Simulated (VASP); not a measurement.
# Pt in VASP: relaxation of the atoms with PBE

Aim: the relaxation of the atoms of Pt with PBE.

Program: VASP 6.6.1. These are calculated values, not measurements. Logs are shortened: lines on timing, memory, paths and dates and some standing lists are left out, and cuts for length are marked.

## 1. The cell of the first run

The cell holds a slab with vacuum, 7 atoms: a = 2.775 Å, b = 2.775 Å, c = 28.593 Å, α = 90.00°, β = 90.00°, γ = 60.00°.

## 2. Relaxation of the atoms, PBE

File INCAR:

```
SYSTEM = Pt
PREC     = Accurate       ! precision mode
ENCUT    = 520            ! plane-wave cutoff, eV
EDIFF    = 1E-7           ! SCF threshold, eV
ISMEAR   = 0              ! smearing method
SIGMA    = 0.1            ! smearing width, eV
LREAL    = .False.        ! projectors in reciprocal space
LASPH    = .True.         ! aspherical terms in the spheres
NELM     = 100            ! most SCF steps
ALGO     = Normal         ! electronic algorithm
ISIF     = 2              ! what is computed and relaxed
LWAVE    = .False.        ! write WAVECAR
LCHARG   = .False.        ! write CHGCAR
LDIPOL   = .True.       
IDIPOL   = 3            
DIPOL    = 0.5 0.5 0.500
GGA      = PE             ! functional
IBRION   = 2              ! ionic algorithm
NSW      = 80             ! ionic steps
EDIFFG   = -0.01          ! ionic threshold
```

File KPOINTS:

```
Automatic mesh
0
Gamma
  16 16 1
  0 0 0
```

File POSCAR:

```
Pt
1.0
    2.7746870094      0.0000000000      0.0000000000
    1.3873435047      2.4029494377      0.0000000000
    0.0000000000      0.0000000000     28.5931347378
Pt
7
Direct
    0.0000000000      0.0000000000      0.2623007260
    0.3333333333      0.3333333333      0.3415338173
    0.6666666667      0.6666666667      0.4207669087
    0.0000000000      0.0000000000      0.5000000000
    0.3333333333      0.3333333333      0.5792330913
    0.6666666667      0.6666666667      0.6584661827
    0.0000000000      0.0000000000      0.7376992740
```

Potentials or basis: VASP PAW PBE potentials, release 64 (Pt).

Command:

```
$ cat potpaw_PBE.64/Pt/POTCAR > POTCAR
$ mpirun -np 1 vasp_std > vasp.out
```

OUTCAR:

```text
SYSTEM = Pt
   PREC = Accurate
   ENCUT = 520
   EDIFF = 1E-7
   ISMEAR = 0
   LREAL = .False.
   LASPH = .True.
   NELM = 100
   ISIF = 2
   GGA = PE
   IBRION = 2
   NSW = 80
   EDIFFG = -0.01

 ion  position               nearest neighbor table
   1  0.000  0.000  0.262-   2 2.77   2 2.77   2 2.77
   2  0.333  0.333  0.342-   1 2.77   1 2.77   1 2.77   3 2.77   3 2.77   3 2.77
   3  0.667  0.667  0.421-   4 2.77   4 2.77   4 2.77   2 2.77   2 2.77   2 2.77
   4  0.000  0.000  0.500-   3 2.77   5 2.77   3 2.77   5 2.77   5 2.77   3 2.77
   5  0.333  0.333  0.579-   4 2.77   4 2.77   4 2.77   6 2.77   6 2.77   6 2.77
   6  0.667  0.667  0.658-   7 2.77   7 2.77   7 2.77   5 2.77   5 2.77   5 2.77
   7  0.000  0.000  0.738-   6 2.77   6 2.77   6 2.77

  LATTYP: Found a hexagonal cell.
 ALAT       =     2.7746870094
 C/A-ratio  =    10.3049946321

  Lattice vectors:

 A1 = (  -1.3873435047,  -2.4029494377,   0.0000000000)
 A2 = (   2.7746870094,   0.0000000000,   0.0000000000)
 A3 = (   0.0000000000,   0.0000000000,  28.5931347378)

Analysis of symmetry for initial positions (statically):
=====================================================================
 Subroutine PRICEL returns:
 Original cell was already a primitive cell.

 Routine SETGRP: Setting up the symmetry group for a
 hexagonal supercell.

 Subroutine GETGRP returns: Found 12 space group operations
 (whereof 12 operations were pure point group operations)
 out of a pool of 24 trial point group operations.

The static configuration has the point symmetry D_3d.

Analysis of symmetry for dynamics (positions and initial velocities):
=====================================================================
 Subroutine PRICEL returns:
 Original cell was already a primitive cell.

 Routine SETGRP: Setting up the symmetry group for a
 hexagonal supercell.

 Subroutine GETGRP returns: Found 12 space group operations
 (whereof 12 operations were pure point group operations)
 out of a pool of 24 trial point group operations.

The dynamic configuration has the point symmetry D_3d.

 Subroutine INISYM returns: Found 12 space group operations
 (whereof 12 operations are pure point group operations),
 and found     1 'primitive' translations

----------------------------------------------------------------------------------------

                                     Primitive cell

  volume of cell :     190.6428

  direct lattice vectors                    reciprocal lattice vectors
     2.774687009  0.000000000  0.000000000     0.360401010 -0.208077620  0.000000000
     1.387343505  2.402949438  0.000000000     0.000000000  0.416155240  0.000000000
     0.000000000  0.000000000 28.593134738     0.000000000  0.000000000  0.034973430

  length of vectors
     2.774687009  2.774687009 28.593134738     0.416155240  0.416155240  0.034973430

  position of ions in fractional coordinates (direct lattice)
     0.000000000  0.000000000  0.262300726
     0.333333333  0.333333333  0.341533817
     0.666666667  0.666666667  0.420766909
     0.000000000  0.000000000  0.500000000
     0.333333333  0.333333333  0.579233091
     0.666666667  0.666666667  0.658466183
     0.000000000  0.000000000  0.737699274

  ion indices of the primitive-cell ions
   primitive index   ion index
                 1           1
                 2           2
                 3           3
                 4           4
                 5           5
                 6           6
                 7           7

----------------------------------------------------------------------------------------

 KPOINTS: Automatic mesh

Automatic generation of k-mesh.
 Grid dimensions read from file:
 generate k-points for:   16   16    1

 Generating k-lattice:
[... 43 lines left out ...]
 [... further k-points ...]
   k-points           NKPTS =     30   k-points in BZ     NKDIM =     30   number of bands    NBANDS=     42
   number of dos      NEDOS =    301   number of ions     NIONS =      7
   total plane-waves  NPLWV = 124416
   dimension x,y,z NGX =    24 NGY =   24 NGZ =  216
   dimension x,y,z NGXF=    48 NGYF=   48 NGZF=  432
   ions per type =               7
   NGX,Y,Z   is equivalent  to a cutoff of  14.38, 14.38, 12.56 a.u.
   NGXF,Y,Z  is equivalent  to a cutoff of  28.76, 28.76, 25.12 a.u.
 SYSTEM =  Pt
   PREC   = accura    normal or accurate (medium, high low for compatibility)
   ISTART =      0    job   : 0-new  1-cont  2-samecut
   ICHARG =      2    charge: 1-file 2-atom 10-const
   ISPIN  =      1    spin polarized calculation?
   LNONCOLLINEAR =      F non collinear calculations
   LSORBIT =      F    spin-orbit coupling
   LASPH  =      T    aspherical Exc in radial PAW
   ENCUT  =  520.0 eV  38.22 Ry    6.18 a.u.   5.16  5.16 53.16*2*pi/ulx,y,z
   NELM   =    100;   NELMIN=  2; NELMDL= -5     # of ELM steps
   EDIFF  = 0.1E-06   stopping-criterion for ELM
   LREAL  =      F    real-space projection
   EDIFFG = -.1E-01   stopping-criterion for IOM
   NSW    =     80    number of steps for IOM
   IBRION =      2    ionic relax: 0-MD 1-quasi-New 2-CG
   NFREE  =      1    steps in history (QN), initial steepest desc. (CG)
   ISIF   =      2    stress and relaxation
   ISYM   =      2    0-nonsym 1-usesym 2-fastsym
   POTIM  = 0.5000    time-step for ionic-motion
   TEBEG  =    0.0;   TEEND  =   0.0 temperature during run
   PSTRESS=    0.0 pullay stress
   NELECT =      70.0000    total number of electrons
   NUPDOWN=      -1.0000    fix difference up-down
   EMIN   =  10.00;   EMAX   =-10.00  energy-range for DOS
   EFERMI =   0.00;   METHOD = LEGACY
   ISMEAR =     0;   SIGMA  =   0.10  broadening in eV -4-tet -1-fermi 0-gaus
   EFERMI_NEDOS =   21; number of points for ismear=-14 and -15
   IALGO  =     38    algorithm
   IMIX   =      4    mixing-type and parameters
     AMIX     =   0.40;   BMIX     =  1.00
     AMIX_MAG =   1.60;   BMIX_MAG =  1.00
  volume/ion in A,a.u.               =      27.23       183.79
  Fermi-wavevector in a.u.,A,eV,Ry     =   1.172287  2.215302 18.697907  1.374257
  Thomas-Fermi vector in A             =   2.308718
   LORBIT       =      0    0 simple, 1 ext, 2 COOP (PROOUT), +10 PAW based schemes
   GGA     = PE    functional components
   LHFCALC =     F    Hartree Fock is set to
   AEXX    =    0.0000 exact exchange contribution
   IVDW    =     0    specifies the selected vdW correction
   LEPSILON=     F    determine dielectric tensor
   LRPA    =     F    only Hartree local field effects (RPA)
 conjugate gradient relaxation of ions
 non-spin polarized calculation
 Gauss-broadening in eV      SIGMA  =   0.10
  energy-cutoff  :      520.00
  volume of cell :      190.64
 maximum number of plane-waves:      5173
 NGX is ok and might be reduce to    24
   NGX = 11   NGY = 11   NGZ =107

--------------------------------------- Ionic step        1  -------------------------------------------

 number of electron      70.0000002 magnetization

 Free energy of the ion-electron system (eV)
  ---------------------------------------------------
  ext. energy  EPLUGINS =         0.00000000
  ---------------------------------------------------
  free energy    TOTEN  =       -41.44271244 eV

  energy without entropy =      -41.35844407  energy(sigma->0) =      -41.40057826

------------------------ aborting loop because EDIFF is reached ----------------------------------------

  FORCE on cell =-STRESS in cart. coord.  units (eV):
  Direction    XX          YY          ZZ          XY          YZ          ZX
  --------------------------------------------------------------------------------------
  -------------------------------------------------------------------------------------
  Total        1.4150997      1.4150997      4.8163437      0.0000000     -0.0000000     -0.0000000
  in kB       11.8926108     11.8926108     40.4769375      0.0000000     -0.0000000     -0.0000000
  external PRESSURE =      21.4207197 kB  Pullay stress =       0.0000000 kB
[... 104 lines left out ...]
  FREE ENERGIE OF THE ION-ELECTRON SYSTEM (eV)
  ---------------------------------------------------
  free  energy   TOTEN  =       -41.4636707788 eV

  energy  without entropy=      -41.3796243951  energy(sigma->0) =      -41.42164759

[... ionic steps 4 to 8 ...]

--------------------------------------- Ionic step        9  -------------------------------------------

 number of electron      70.0000009 magnetization

------------------------ aborting loop because EDIFF is reached ----------------------------------------
[... 30 lines left out ...]
  FREE ENERGIE OF THE ION-ELECTRON SYSTEM (eV)
  ---------------------------------------------------
  free  energy   TOTEN  =       -41.5051574399 eV

  energy  without entropy=      -41.4196648340  energy(sigma->0) =      -41.46241114

 dipolmoment           0.000000      0.000000      0.000000 electrons x Angstroem

--------------------------------------- Ionic step       10  -------------------------------------------

 number of electron      70.0000010 magnetization

------------------------ aborting loop because EDIFF is reached ----------------------------------------
[... 36 lines left out ...]
--------------------------------------- Ionic step       11  -------------------------------------------

 number of electron      70.0000010 magnetization

 dipolmoment           0.000000      0.000000     -0.000000 electrons x Angstroem

 Free energy of the ion-electron system (eV)
  ---------------------------------------------------
  ext. energy  EPLUGINS =         0.00000000
  ---------------------------------------------------
  free energy    TOTEN  =       -41.50524394 eV

  energy without entropy =      -41.41972602  energy(sigma->0) =      -41.46248498

 E-fermi :   3.6150     XC(G=0):  -8.1890

 val. band max:        3.6135215143   @ k =  -0.3750   0.2500   0.0000
 cond. band min:       3.6185203277   @ k =   0.4375   0.0625   0.0000
 fundamental gap:      0.0049988134
 Fermi energy:         3.6150286637

 k-point     1 :       0.0000    0.0000    0.0000
  band No.  band energies     occupation
      1      -6.1374      2.00000
      2      -5.5800      2.00000
      3      -4.8305      2.00000
      4      -4.0966      2.00000
      5      -3.6307      2.00000
      6      -3.3423      2.00000
[... 1069 lines left out ...]
     41       7.3983      0.00000
     42       8.7382      0.00000

 [... further k-points ...]

------------------------ aborting loop because EDIFF is reached ----------------------------------------

 vacuum level on the upper side and lower side of the slab       (xc-potential included)        -0.024        -0.024

  FORCE on cell =-STRESS in cart. coord.  units (eV):
  Direction    XX          YY          ZZ          XY          YZ          ZX
  --------------------------------------------------------------------------------------
  -------------------------------------------------------------------------------------
  Total       -1.7846673     -1.7846673     -0.1297051     -0.0000000      0.0000000      0.0000000
  in kB      -14.9984866    -14.9984866     -1.0900522     -0.0000000      0.0000000      0.0000000
  external PRESSURE =     -10.3623418 kB  Pullay stress =       0.0000000 kB
[... 22 lines left out ...]
  FREE ENERGIE OF THE ION-ELECTRON SYSTEM (eV)
  ---------------------------------------------------
  free  energy   TOTEN  =       -41.5052439350 eV

  energy  without entropy=      -41.4197260192  energy(sigma->0) =      -41.46248498

 reached required accuracy - stopping structural energy minimisation

 vacuum level on the upper side and lower side of the slab         9.303         9.303
```

Wall time 36 min (1 thread of Intel Xeon Platinum 8559C (Emerald Rapids), shared host); peak memory 0.46 GiB.

Results:

```
Free energy                  : -41.5052 eV
Energy gained by relaxing    : 8.9 meV/atom
Ionic steps                  : 11
Largest force after relaxing : 0.008 eV/Å
Band gap on the k mesh       : zero (bands 35 and 36 overlap by 1.58 eV)
```

Forces on the atoms (eV/Å):
```
Pt   0.000  0.000  0.005
Pt   0.000  0.000  0.001
Pt   0.000  0.000 -0.008
Pt   0.000  0.000  0.000
Pt   0.000  0.000  0.008
Pt   0.000  0.000 -0.001
Pt   0.000  0.000 -0.005
```

Step by step:
```csv
step,energy change (eV),largest force (eV/Å),pressure (GPa)
1,0.0000,0.4827,2.14
2,-0.0177,0.2570,1.71
3,-0.0210,0.3020,1.45
4,-0.0312,0.2067,1.10
5,-0.0357,0.2688,0.67
6,-0.0457,0.2058,0.31
7,-0.0615,0.0422,-0.73
8,-0.0624,0.0310,-1.02
9,-0.0624,0.0297,-1.05
10,-0.0624,0.0368,-1.02
11,-0.0625,0.0079,-1.04
```

Final structure:
```cif
data_structure
_symmetry_space_group_name_H-M 'P 1'
_symmetry_Int_Tables_number 1
_cell_length_a 2.7747
_cell_length_b 2.7747
_cell_length_c 28.5931
_cell_angle_alpha 90.000
_cell_angle_beta 90.000
_cell_angle_gamma 60.000
_cell_volume 190.64
loop_
_atom_site_label
_atom_site_type_symbol
_atom_site_fract_x
_atom_site_fract_y
_atom_site_fract_z
_atom_site_occupancy
Pt1 Pt 0.00000 0.00000 0.25621 1
Pt2 Pt 0.33333 0.33333 0.33812 1
Pt3 Pt 0.66667 0.66667 0.41909 1
Pt4 Pt 0.00000 0.00000 0.50000 1
Pt5 Pt 0.33333 0.33333 0.58091 1
Pt6 Pt 0.66667 0.66667 0.66188 1
Pt7 Pt 0.00000 0.00000 0.74379 1
```

Caveat: spin-orbit coupling is left out, which moves the levels of the heavy elements.
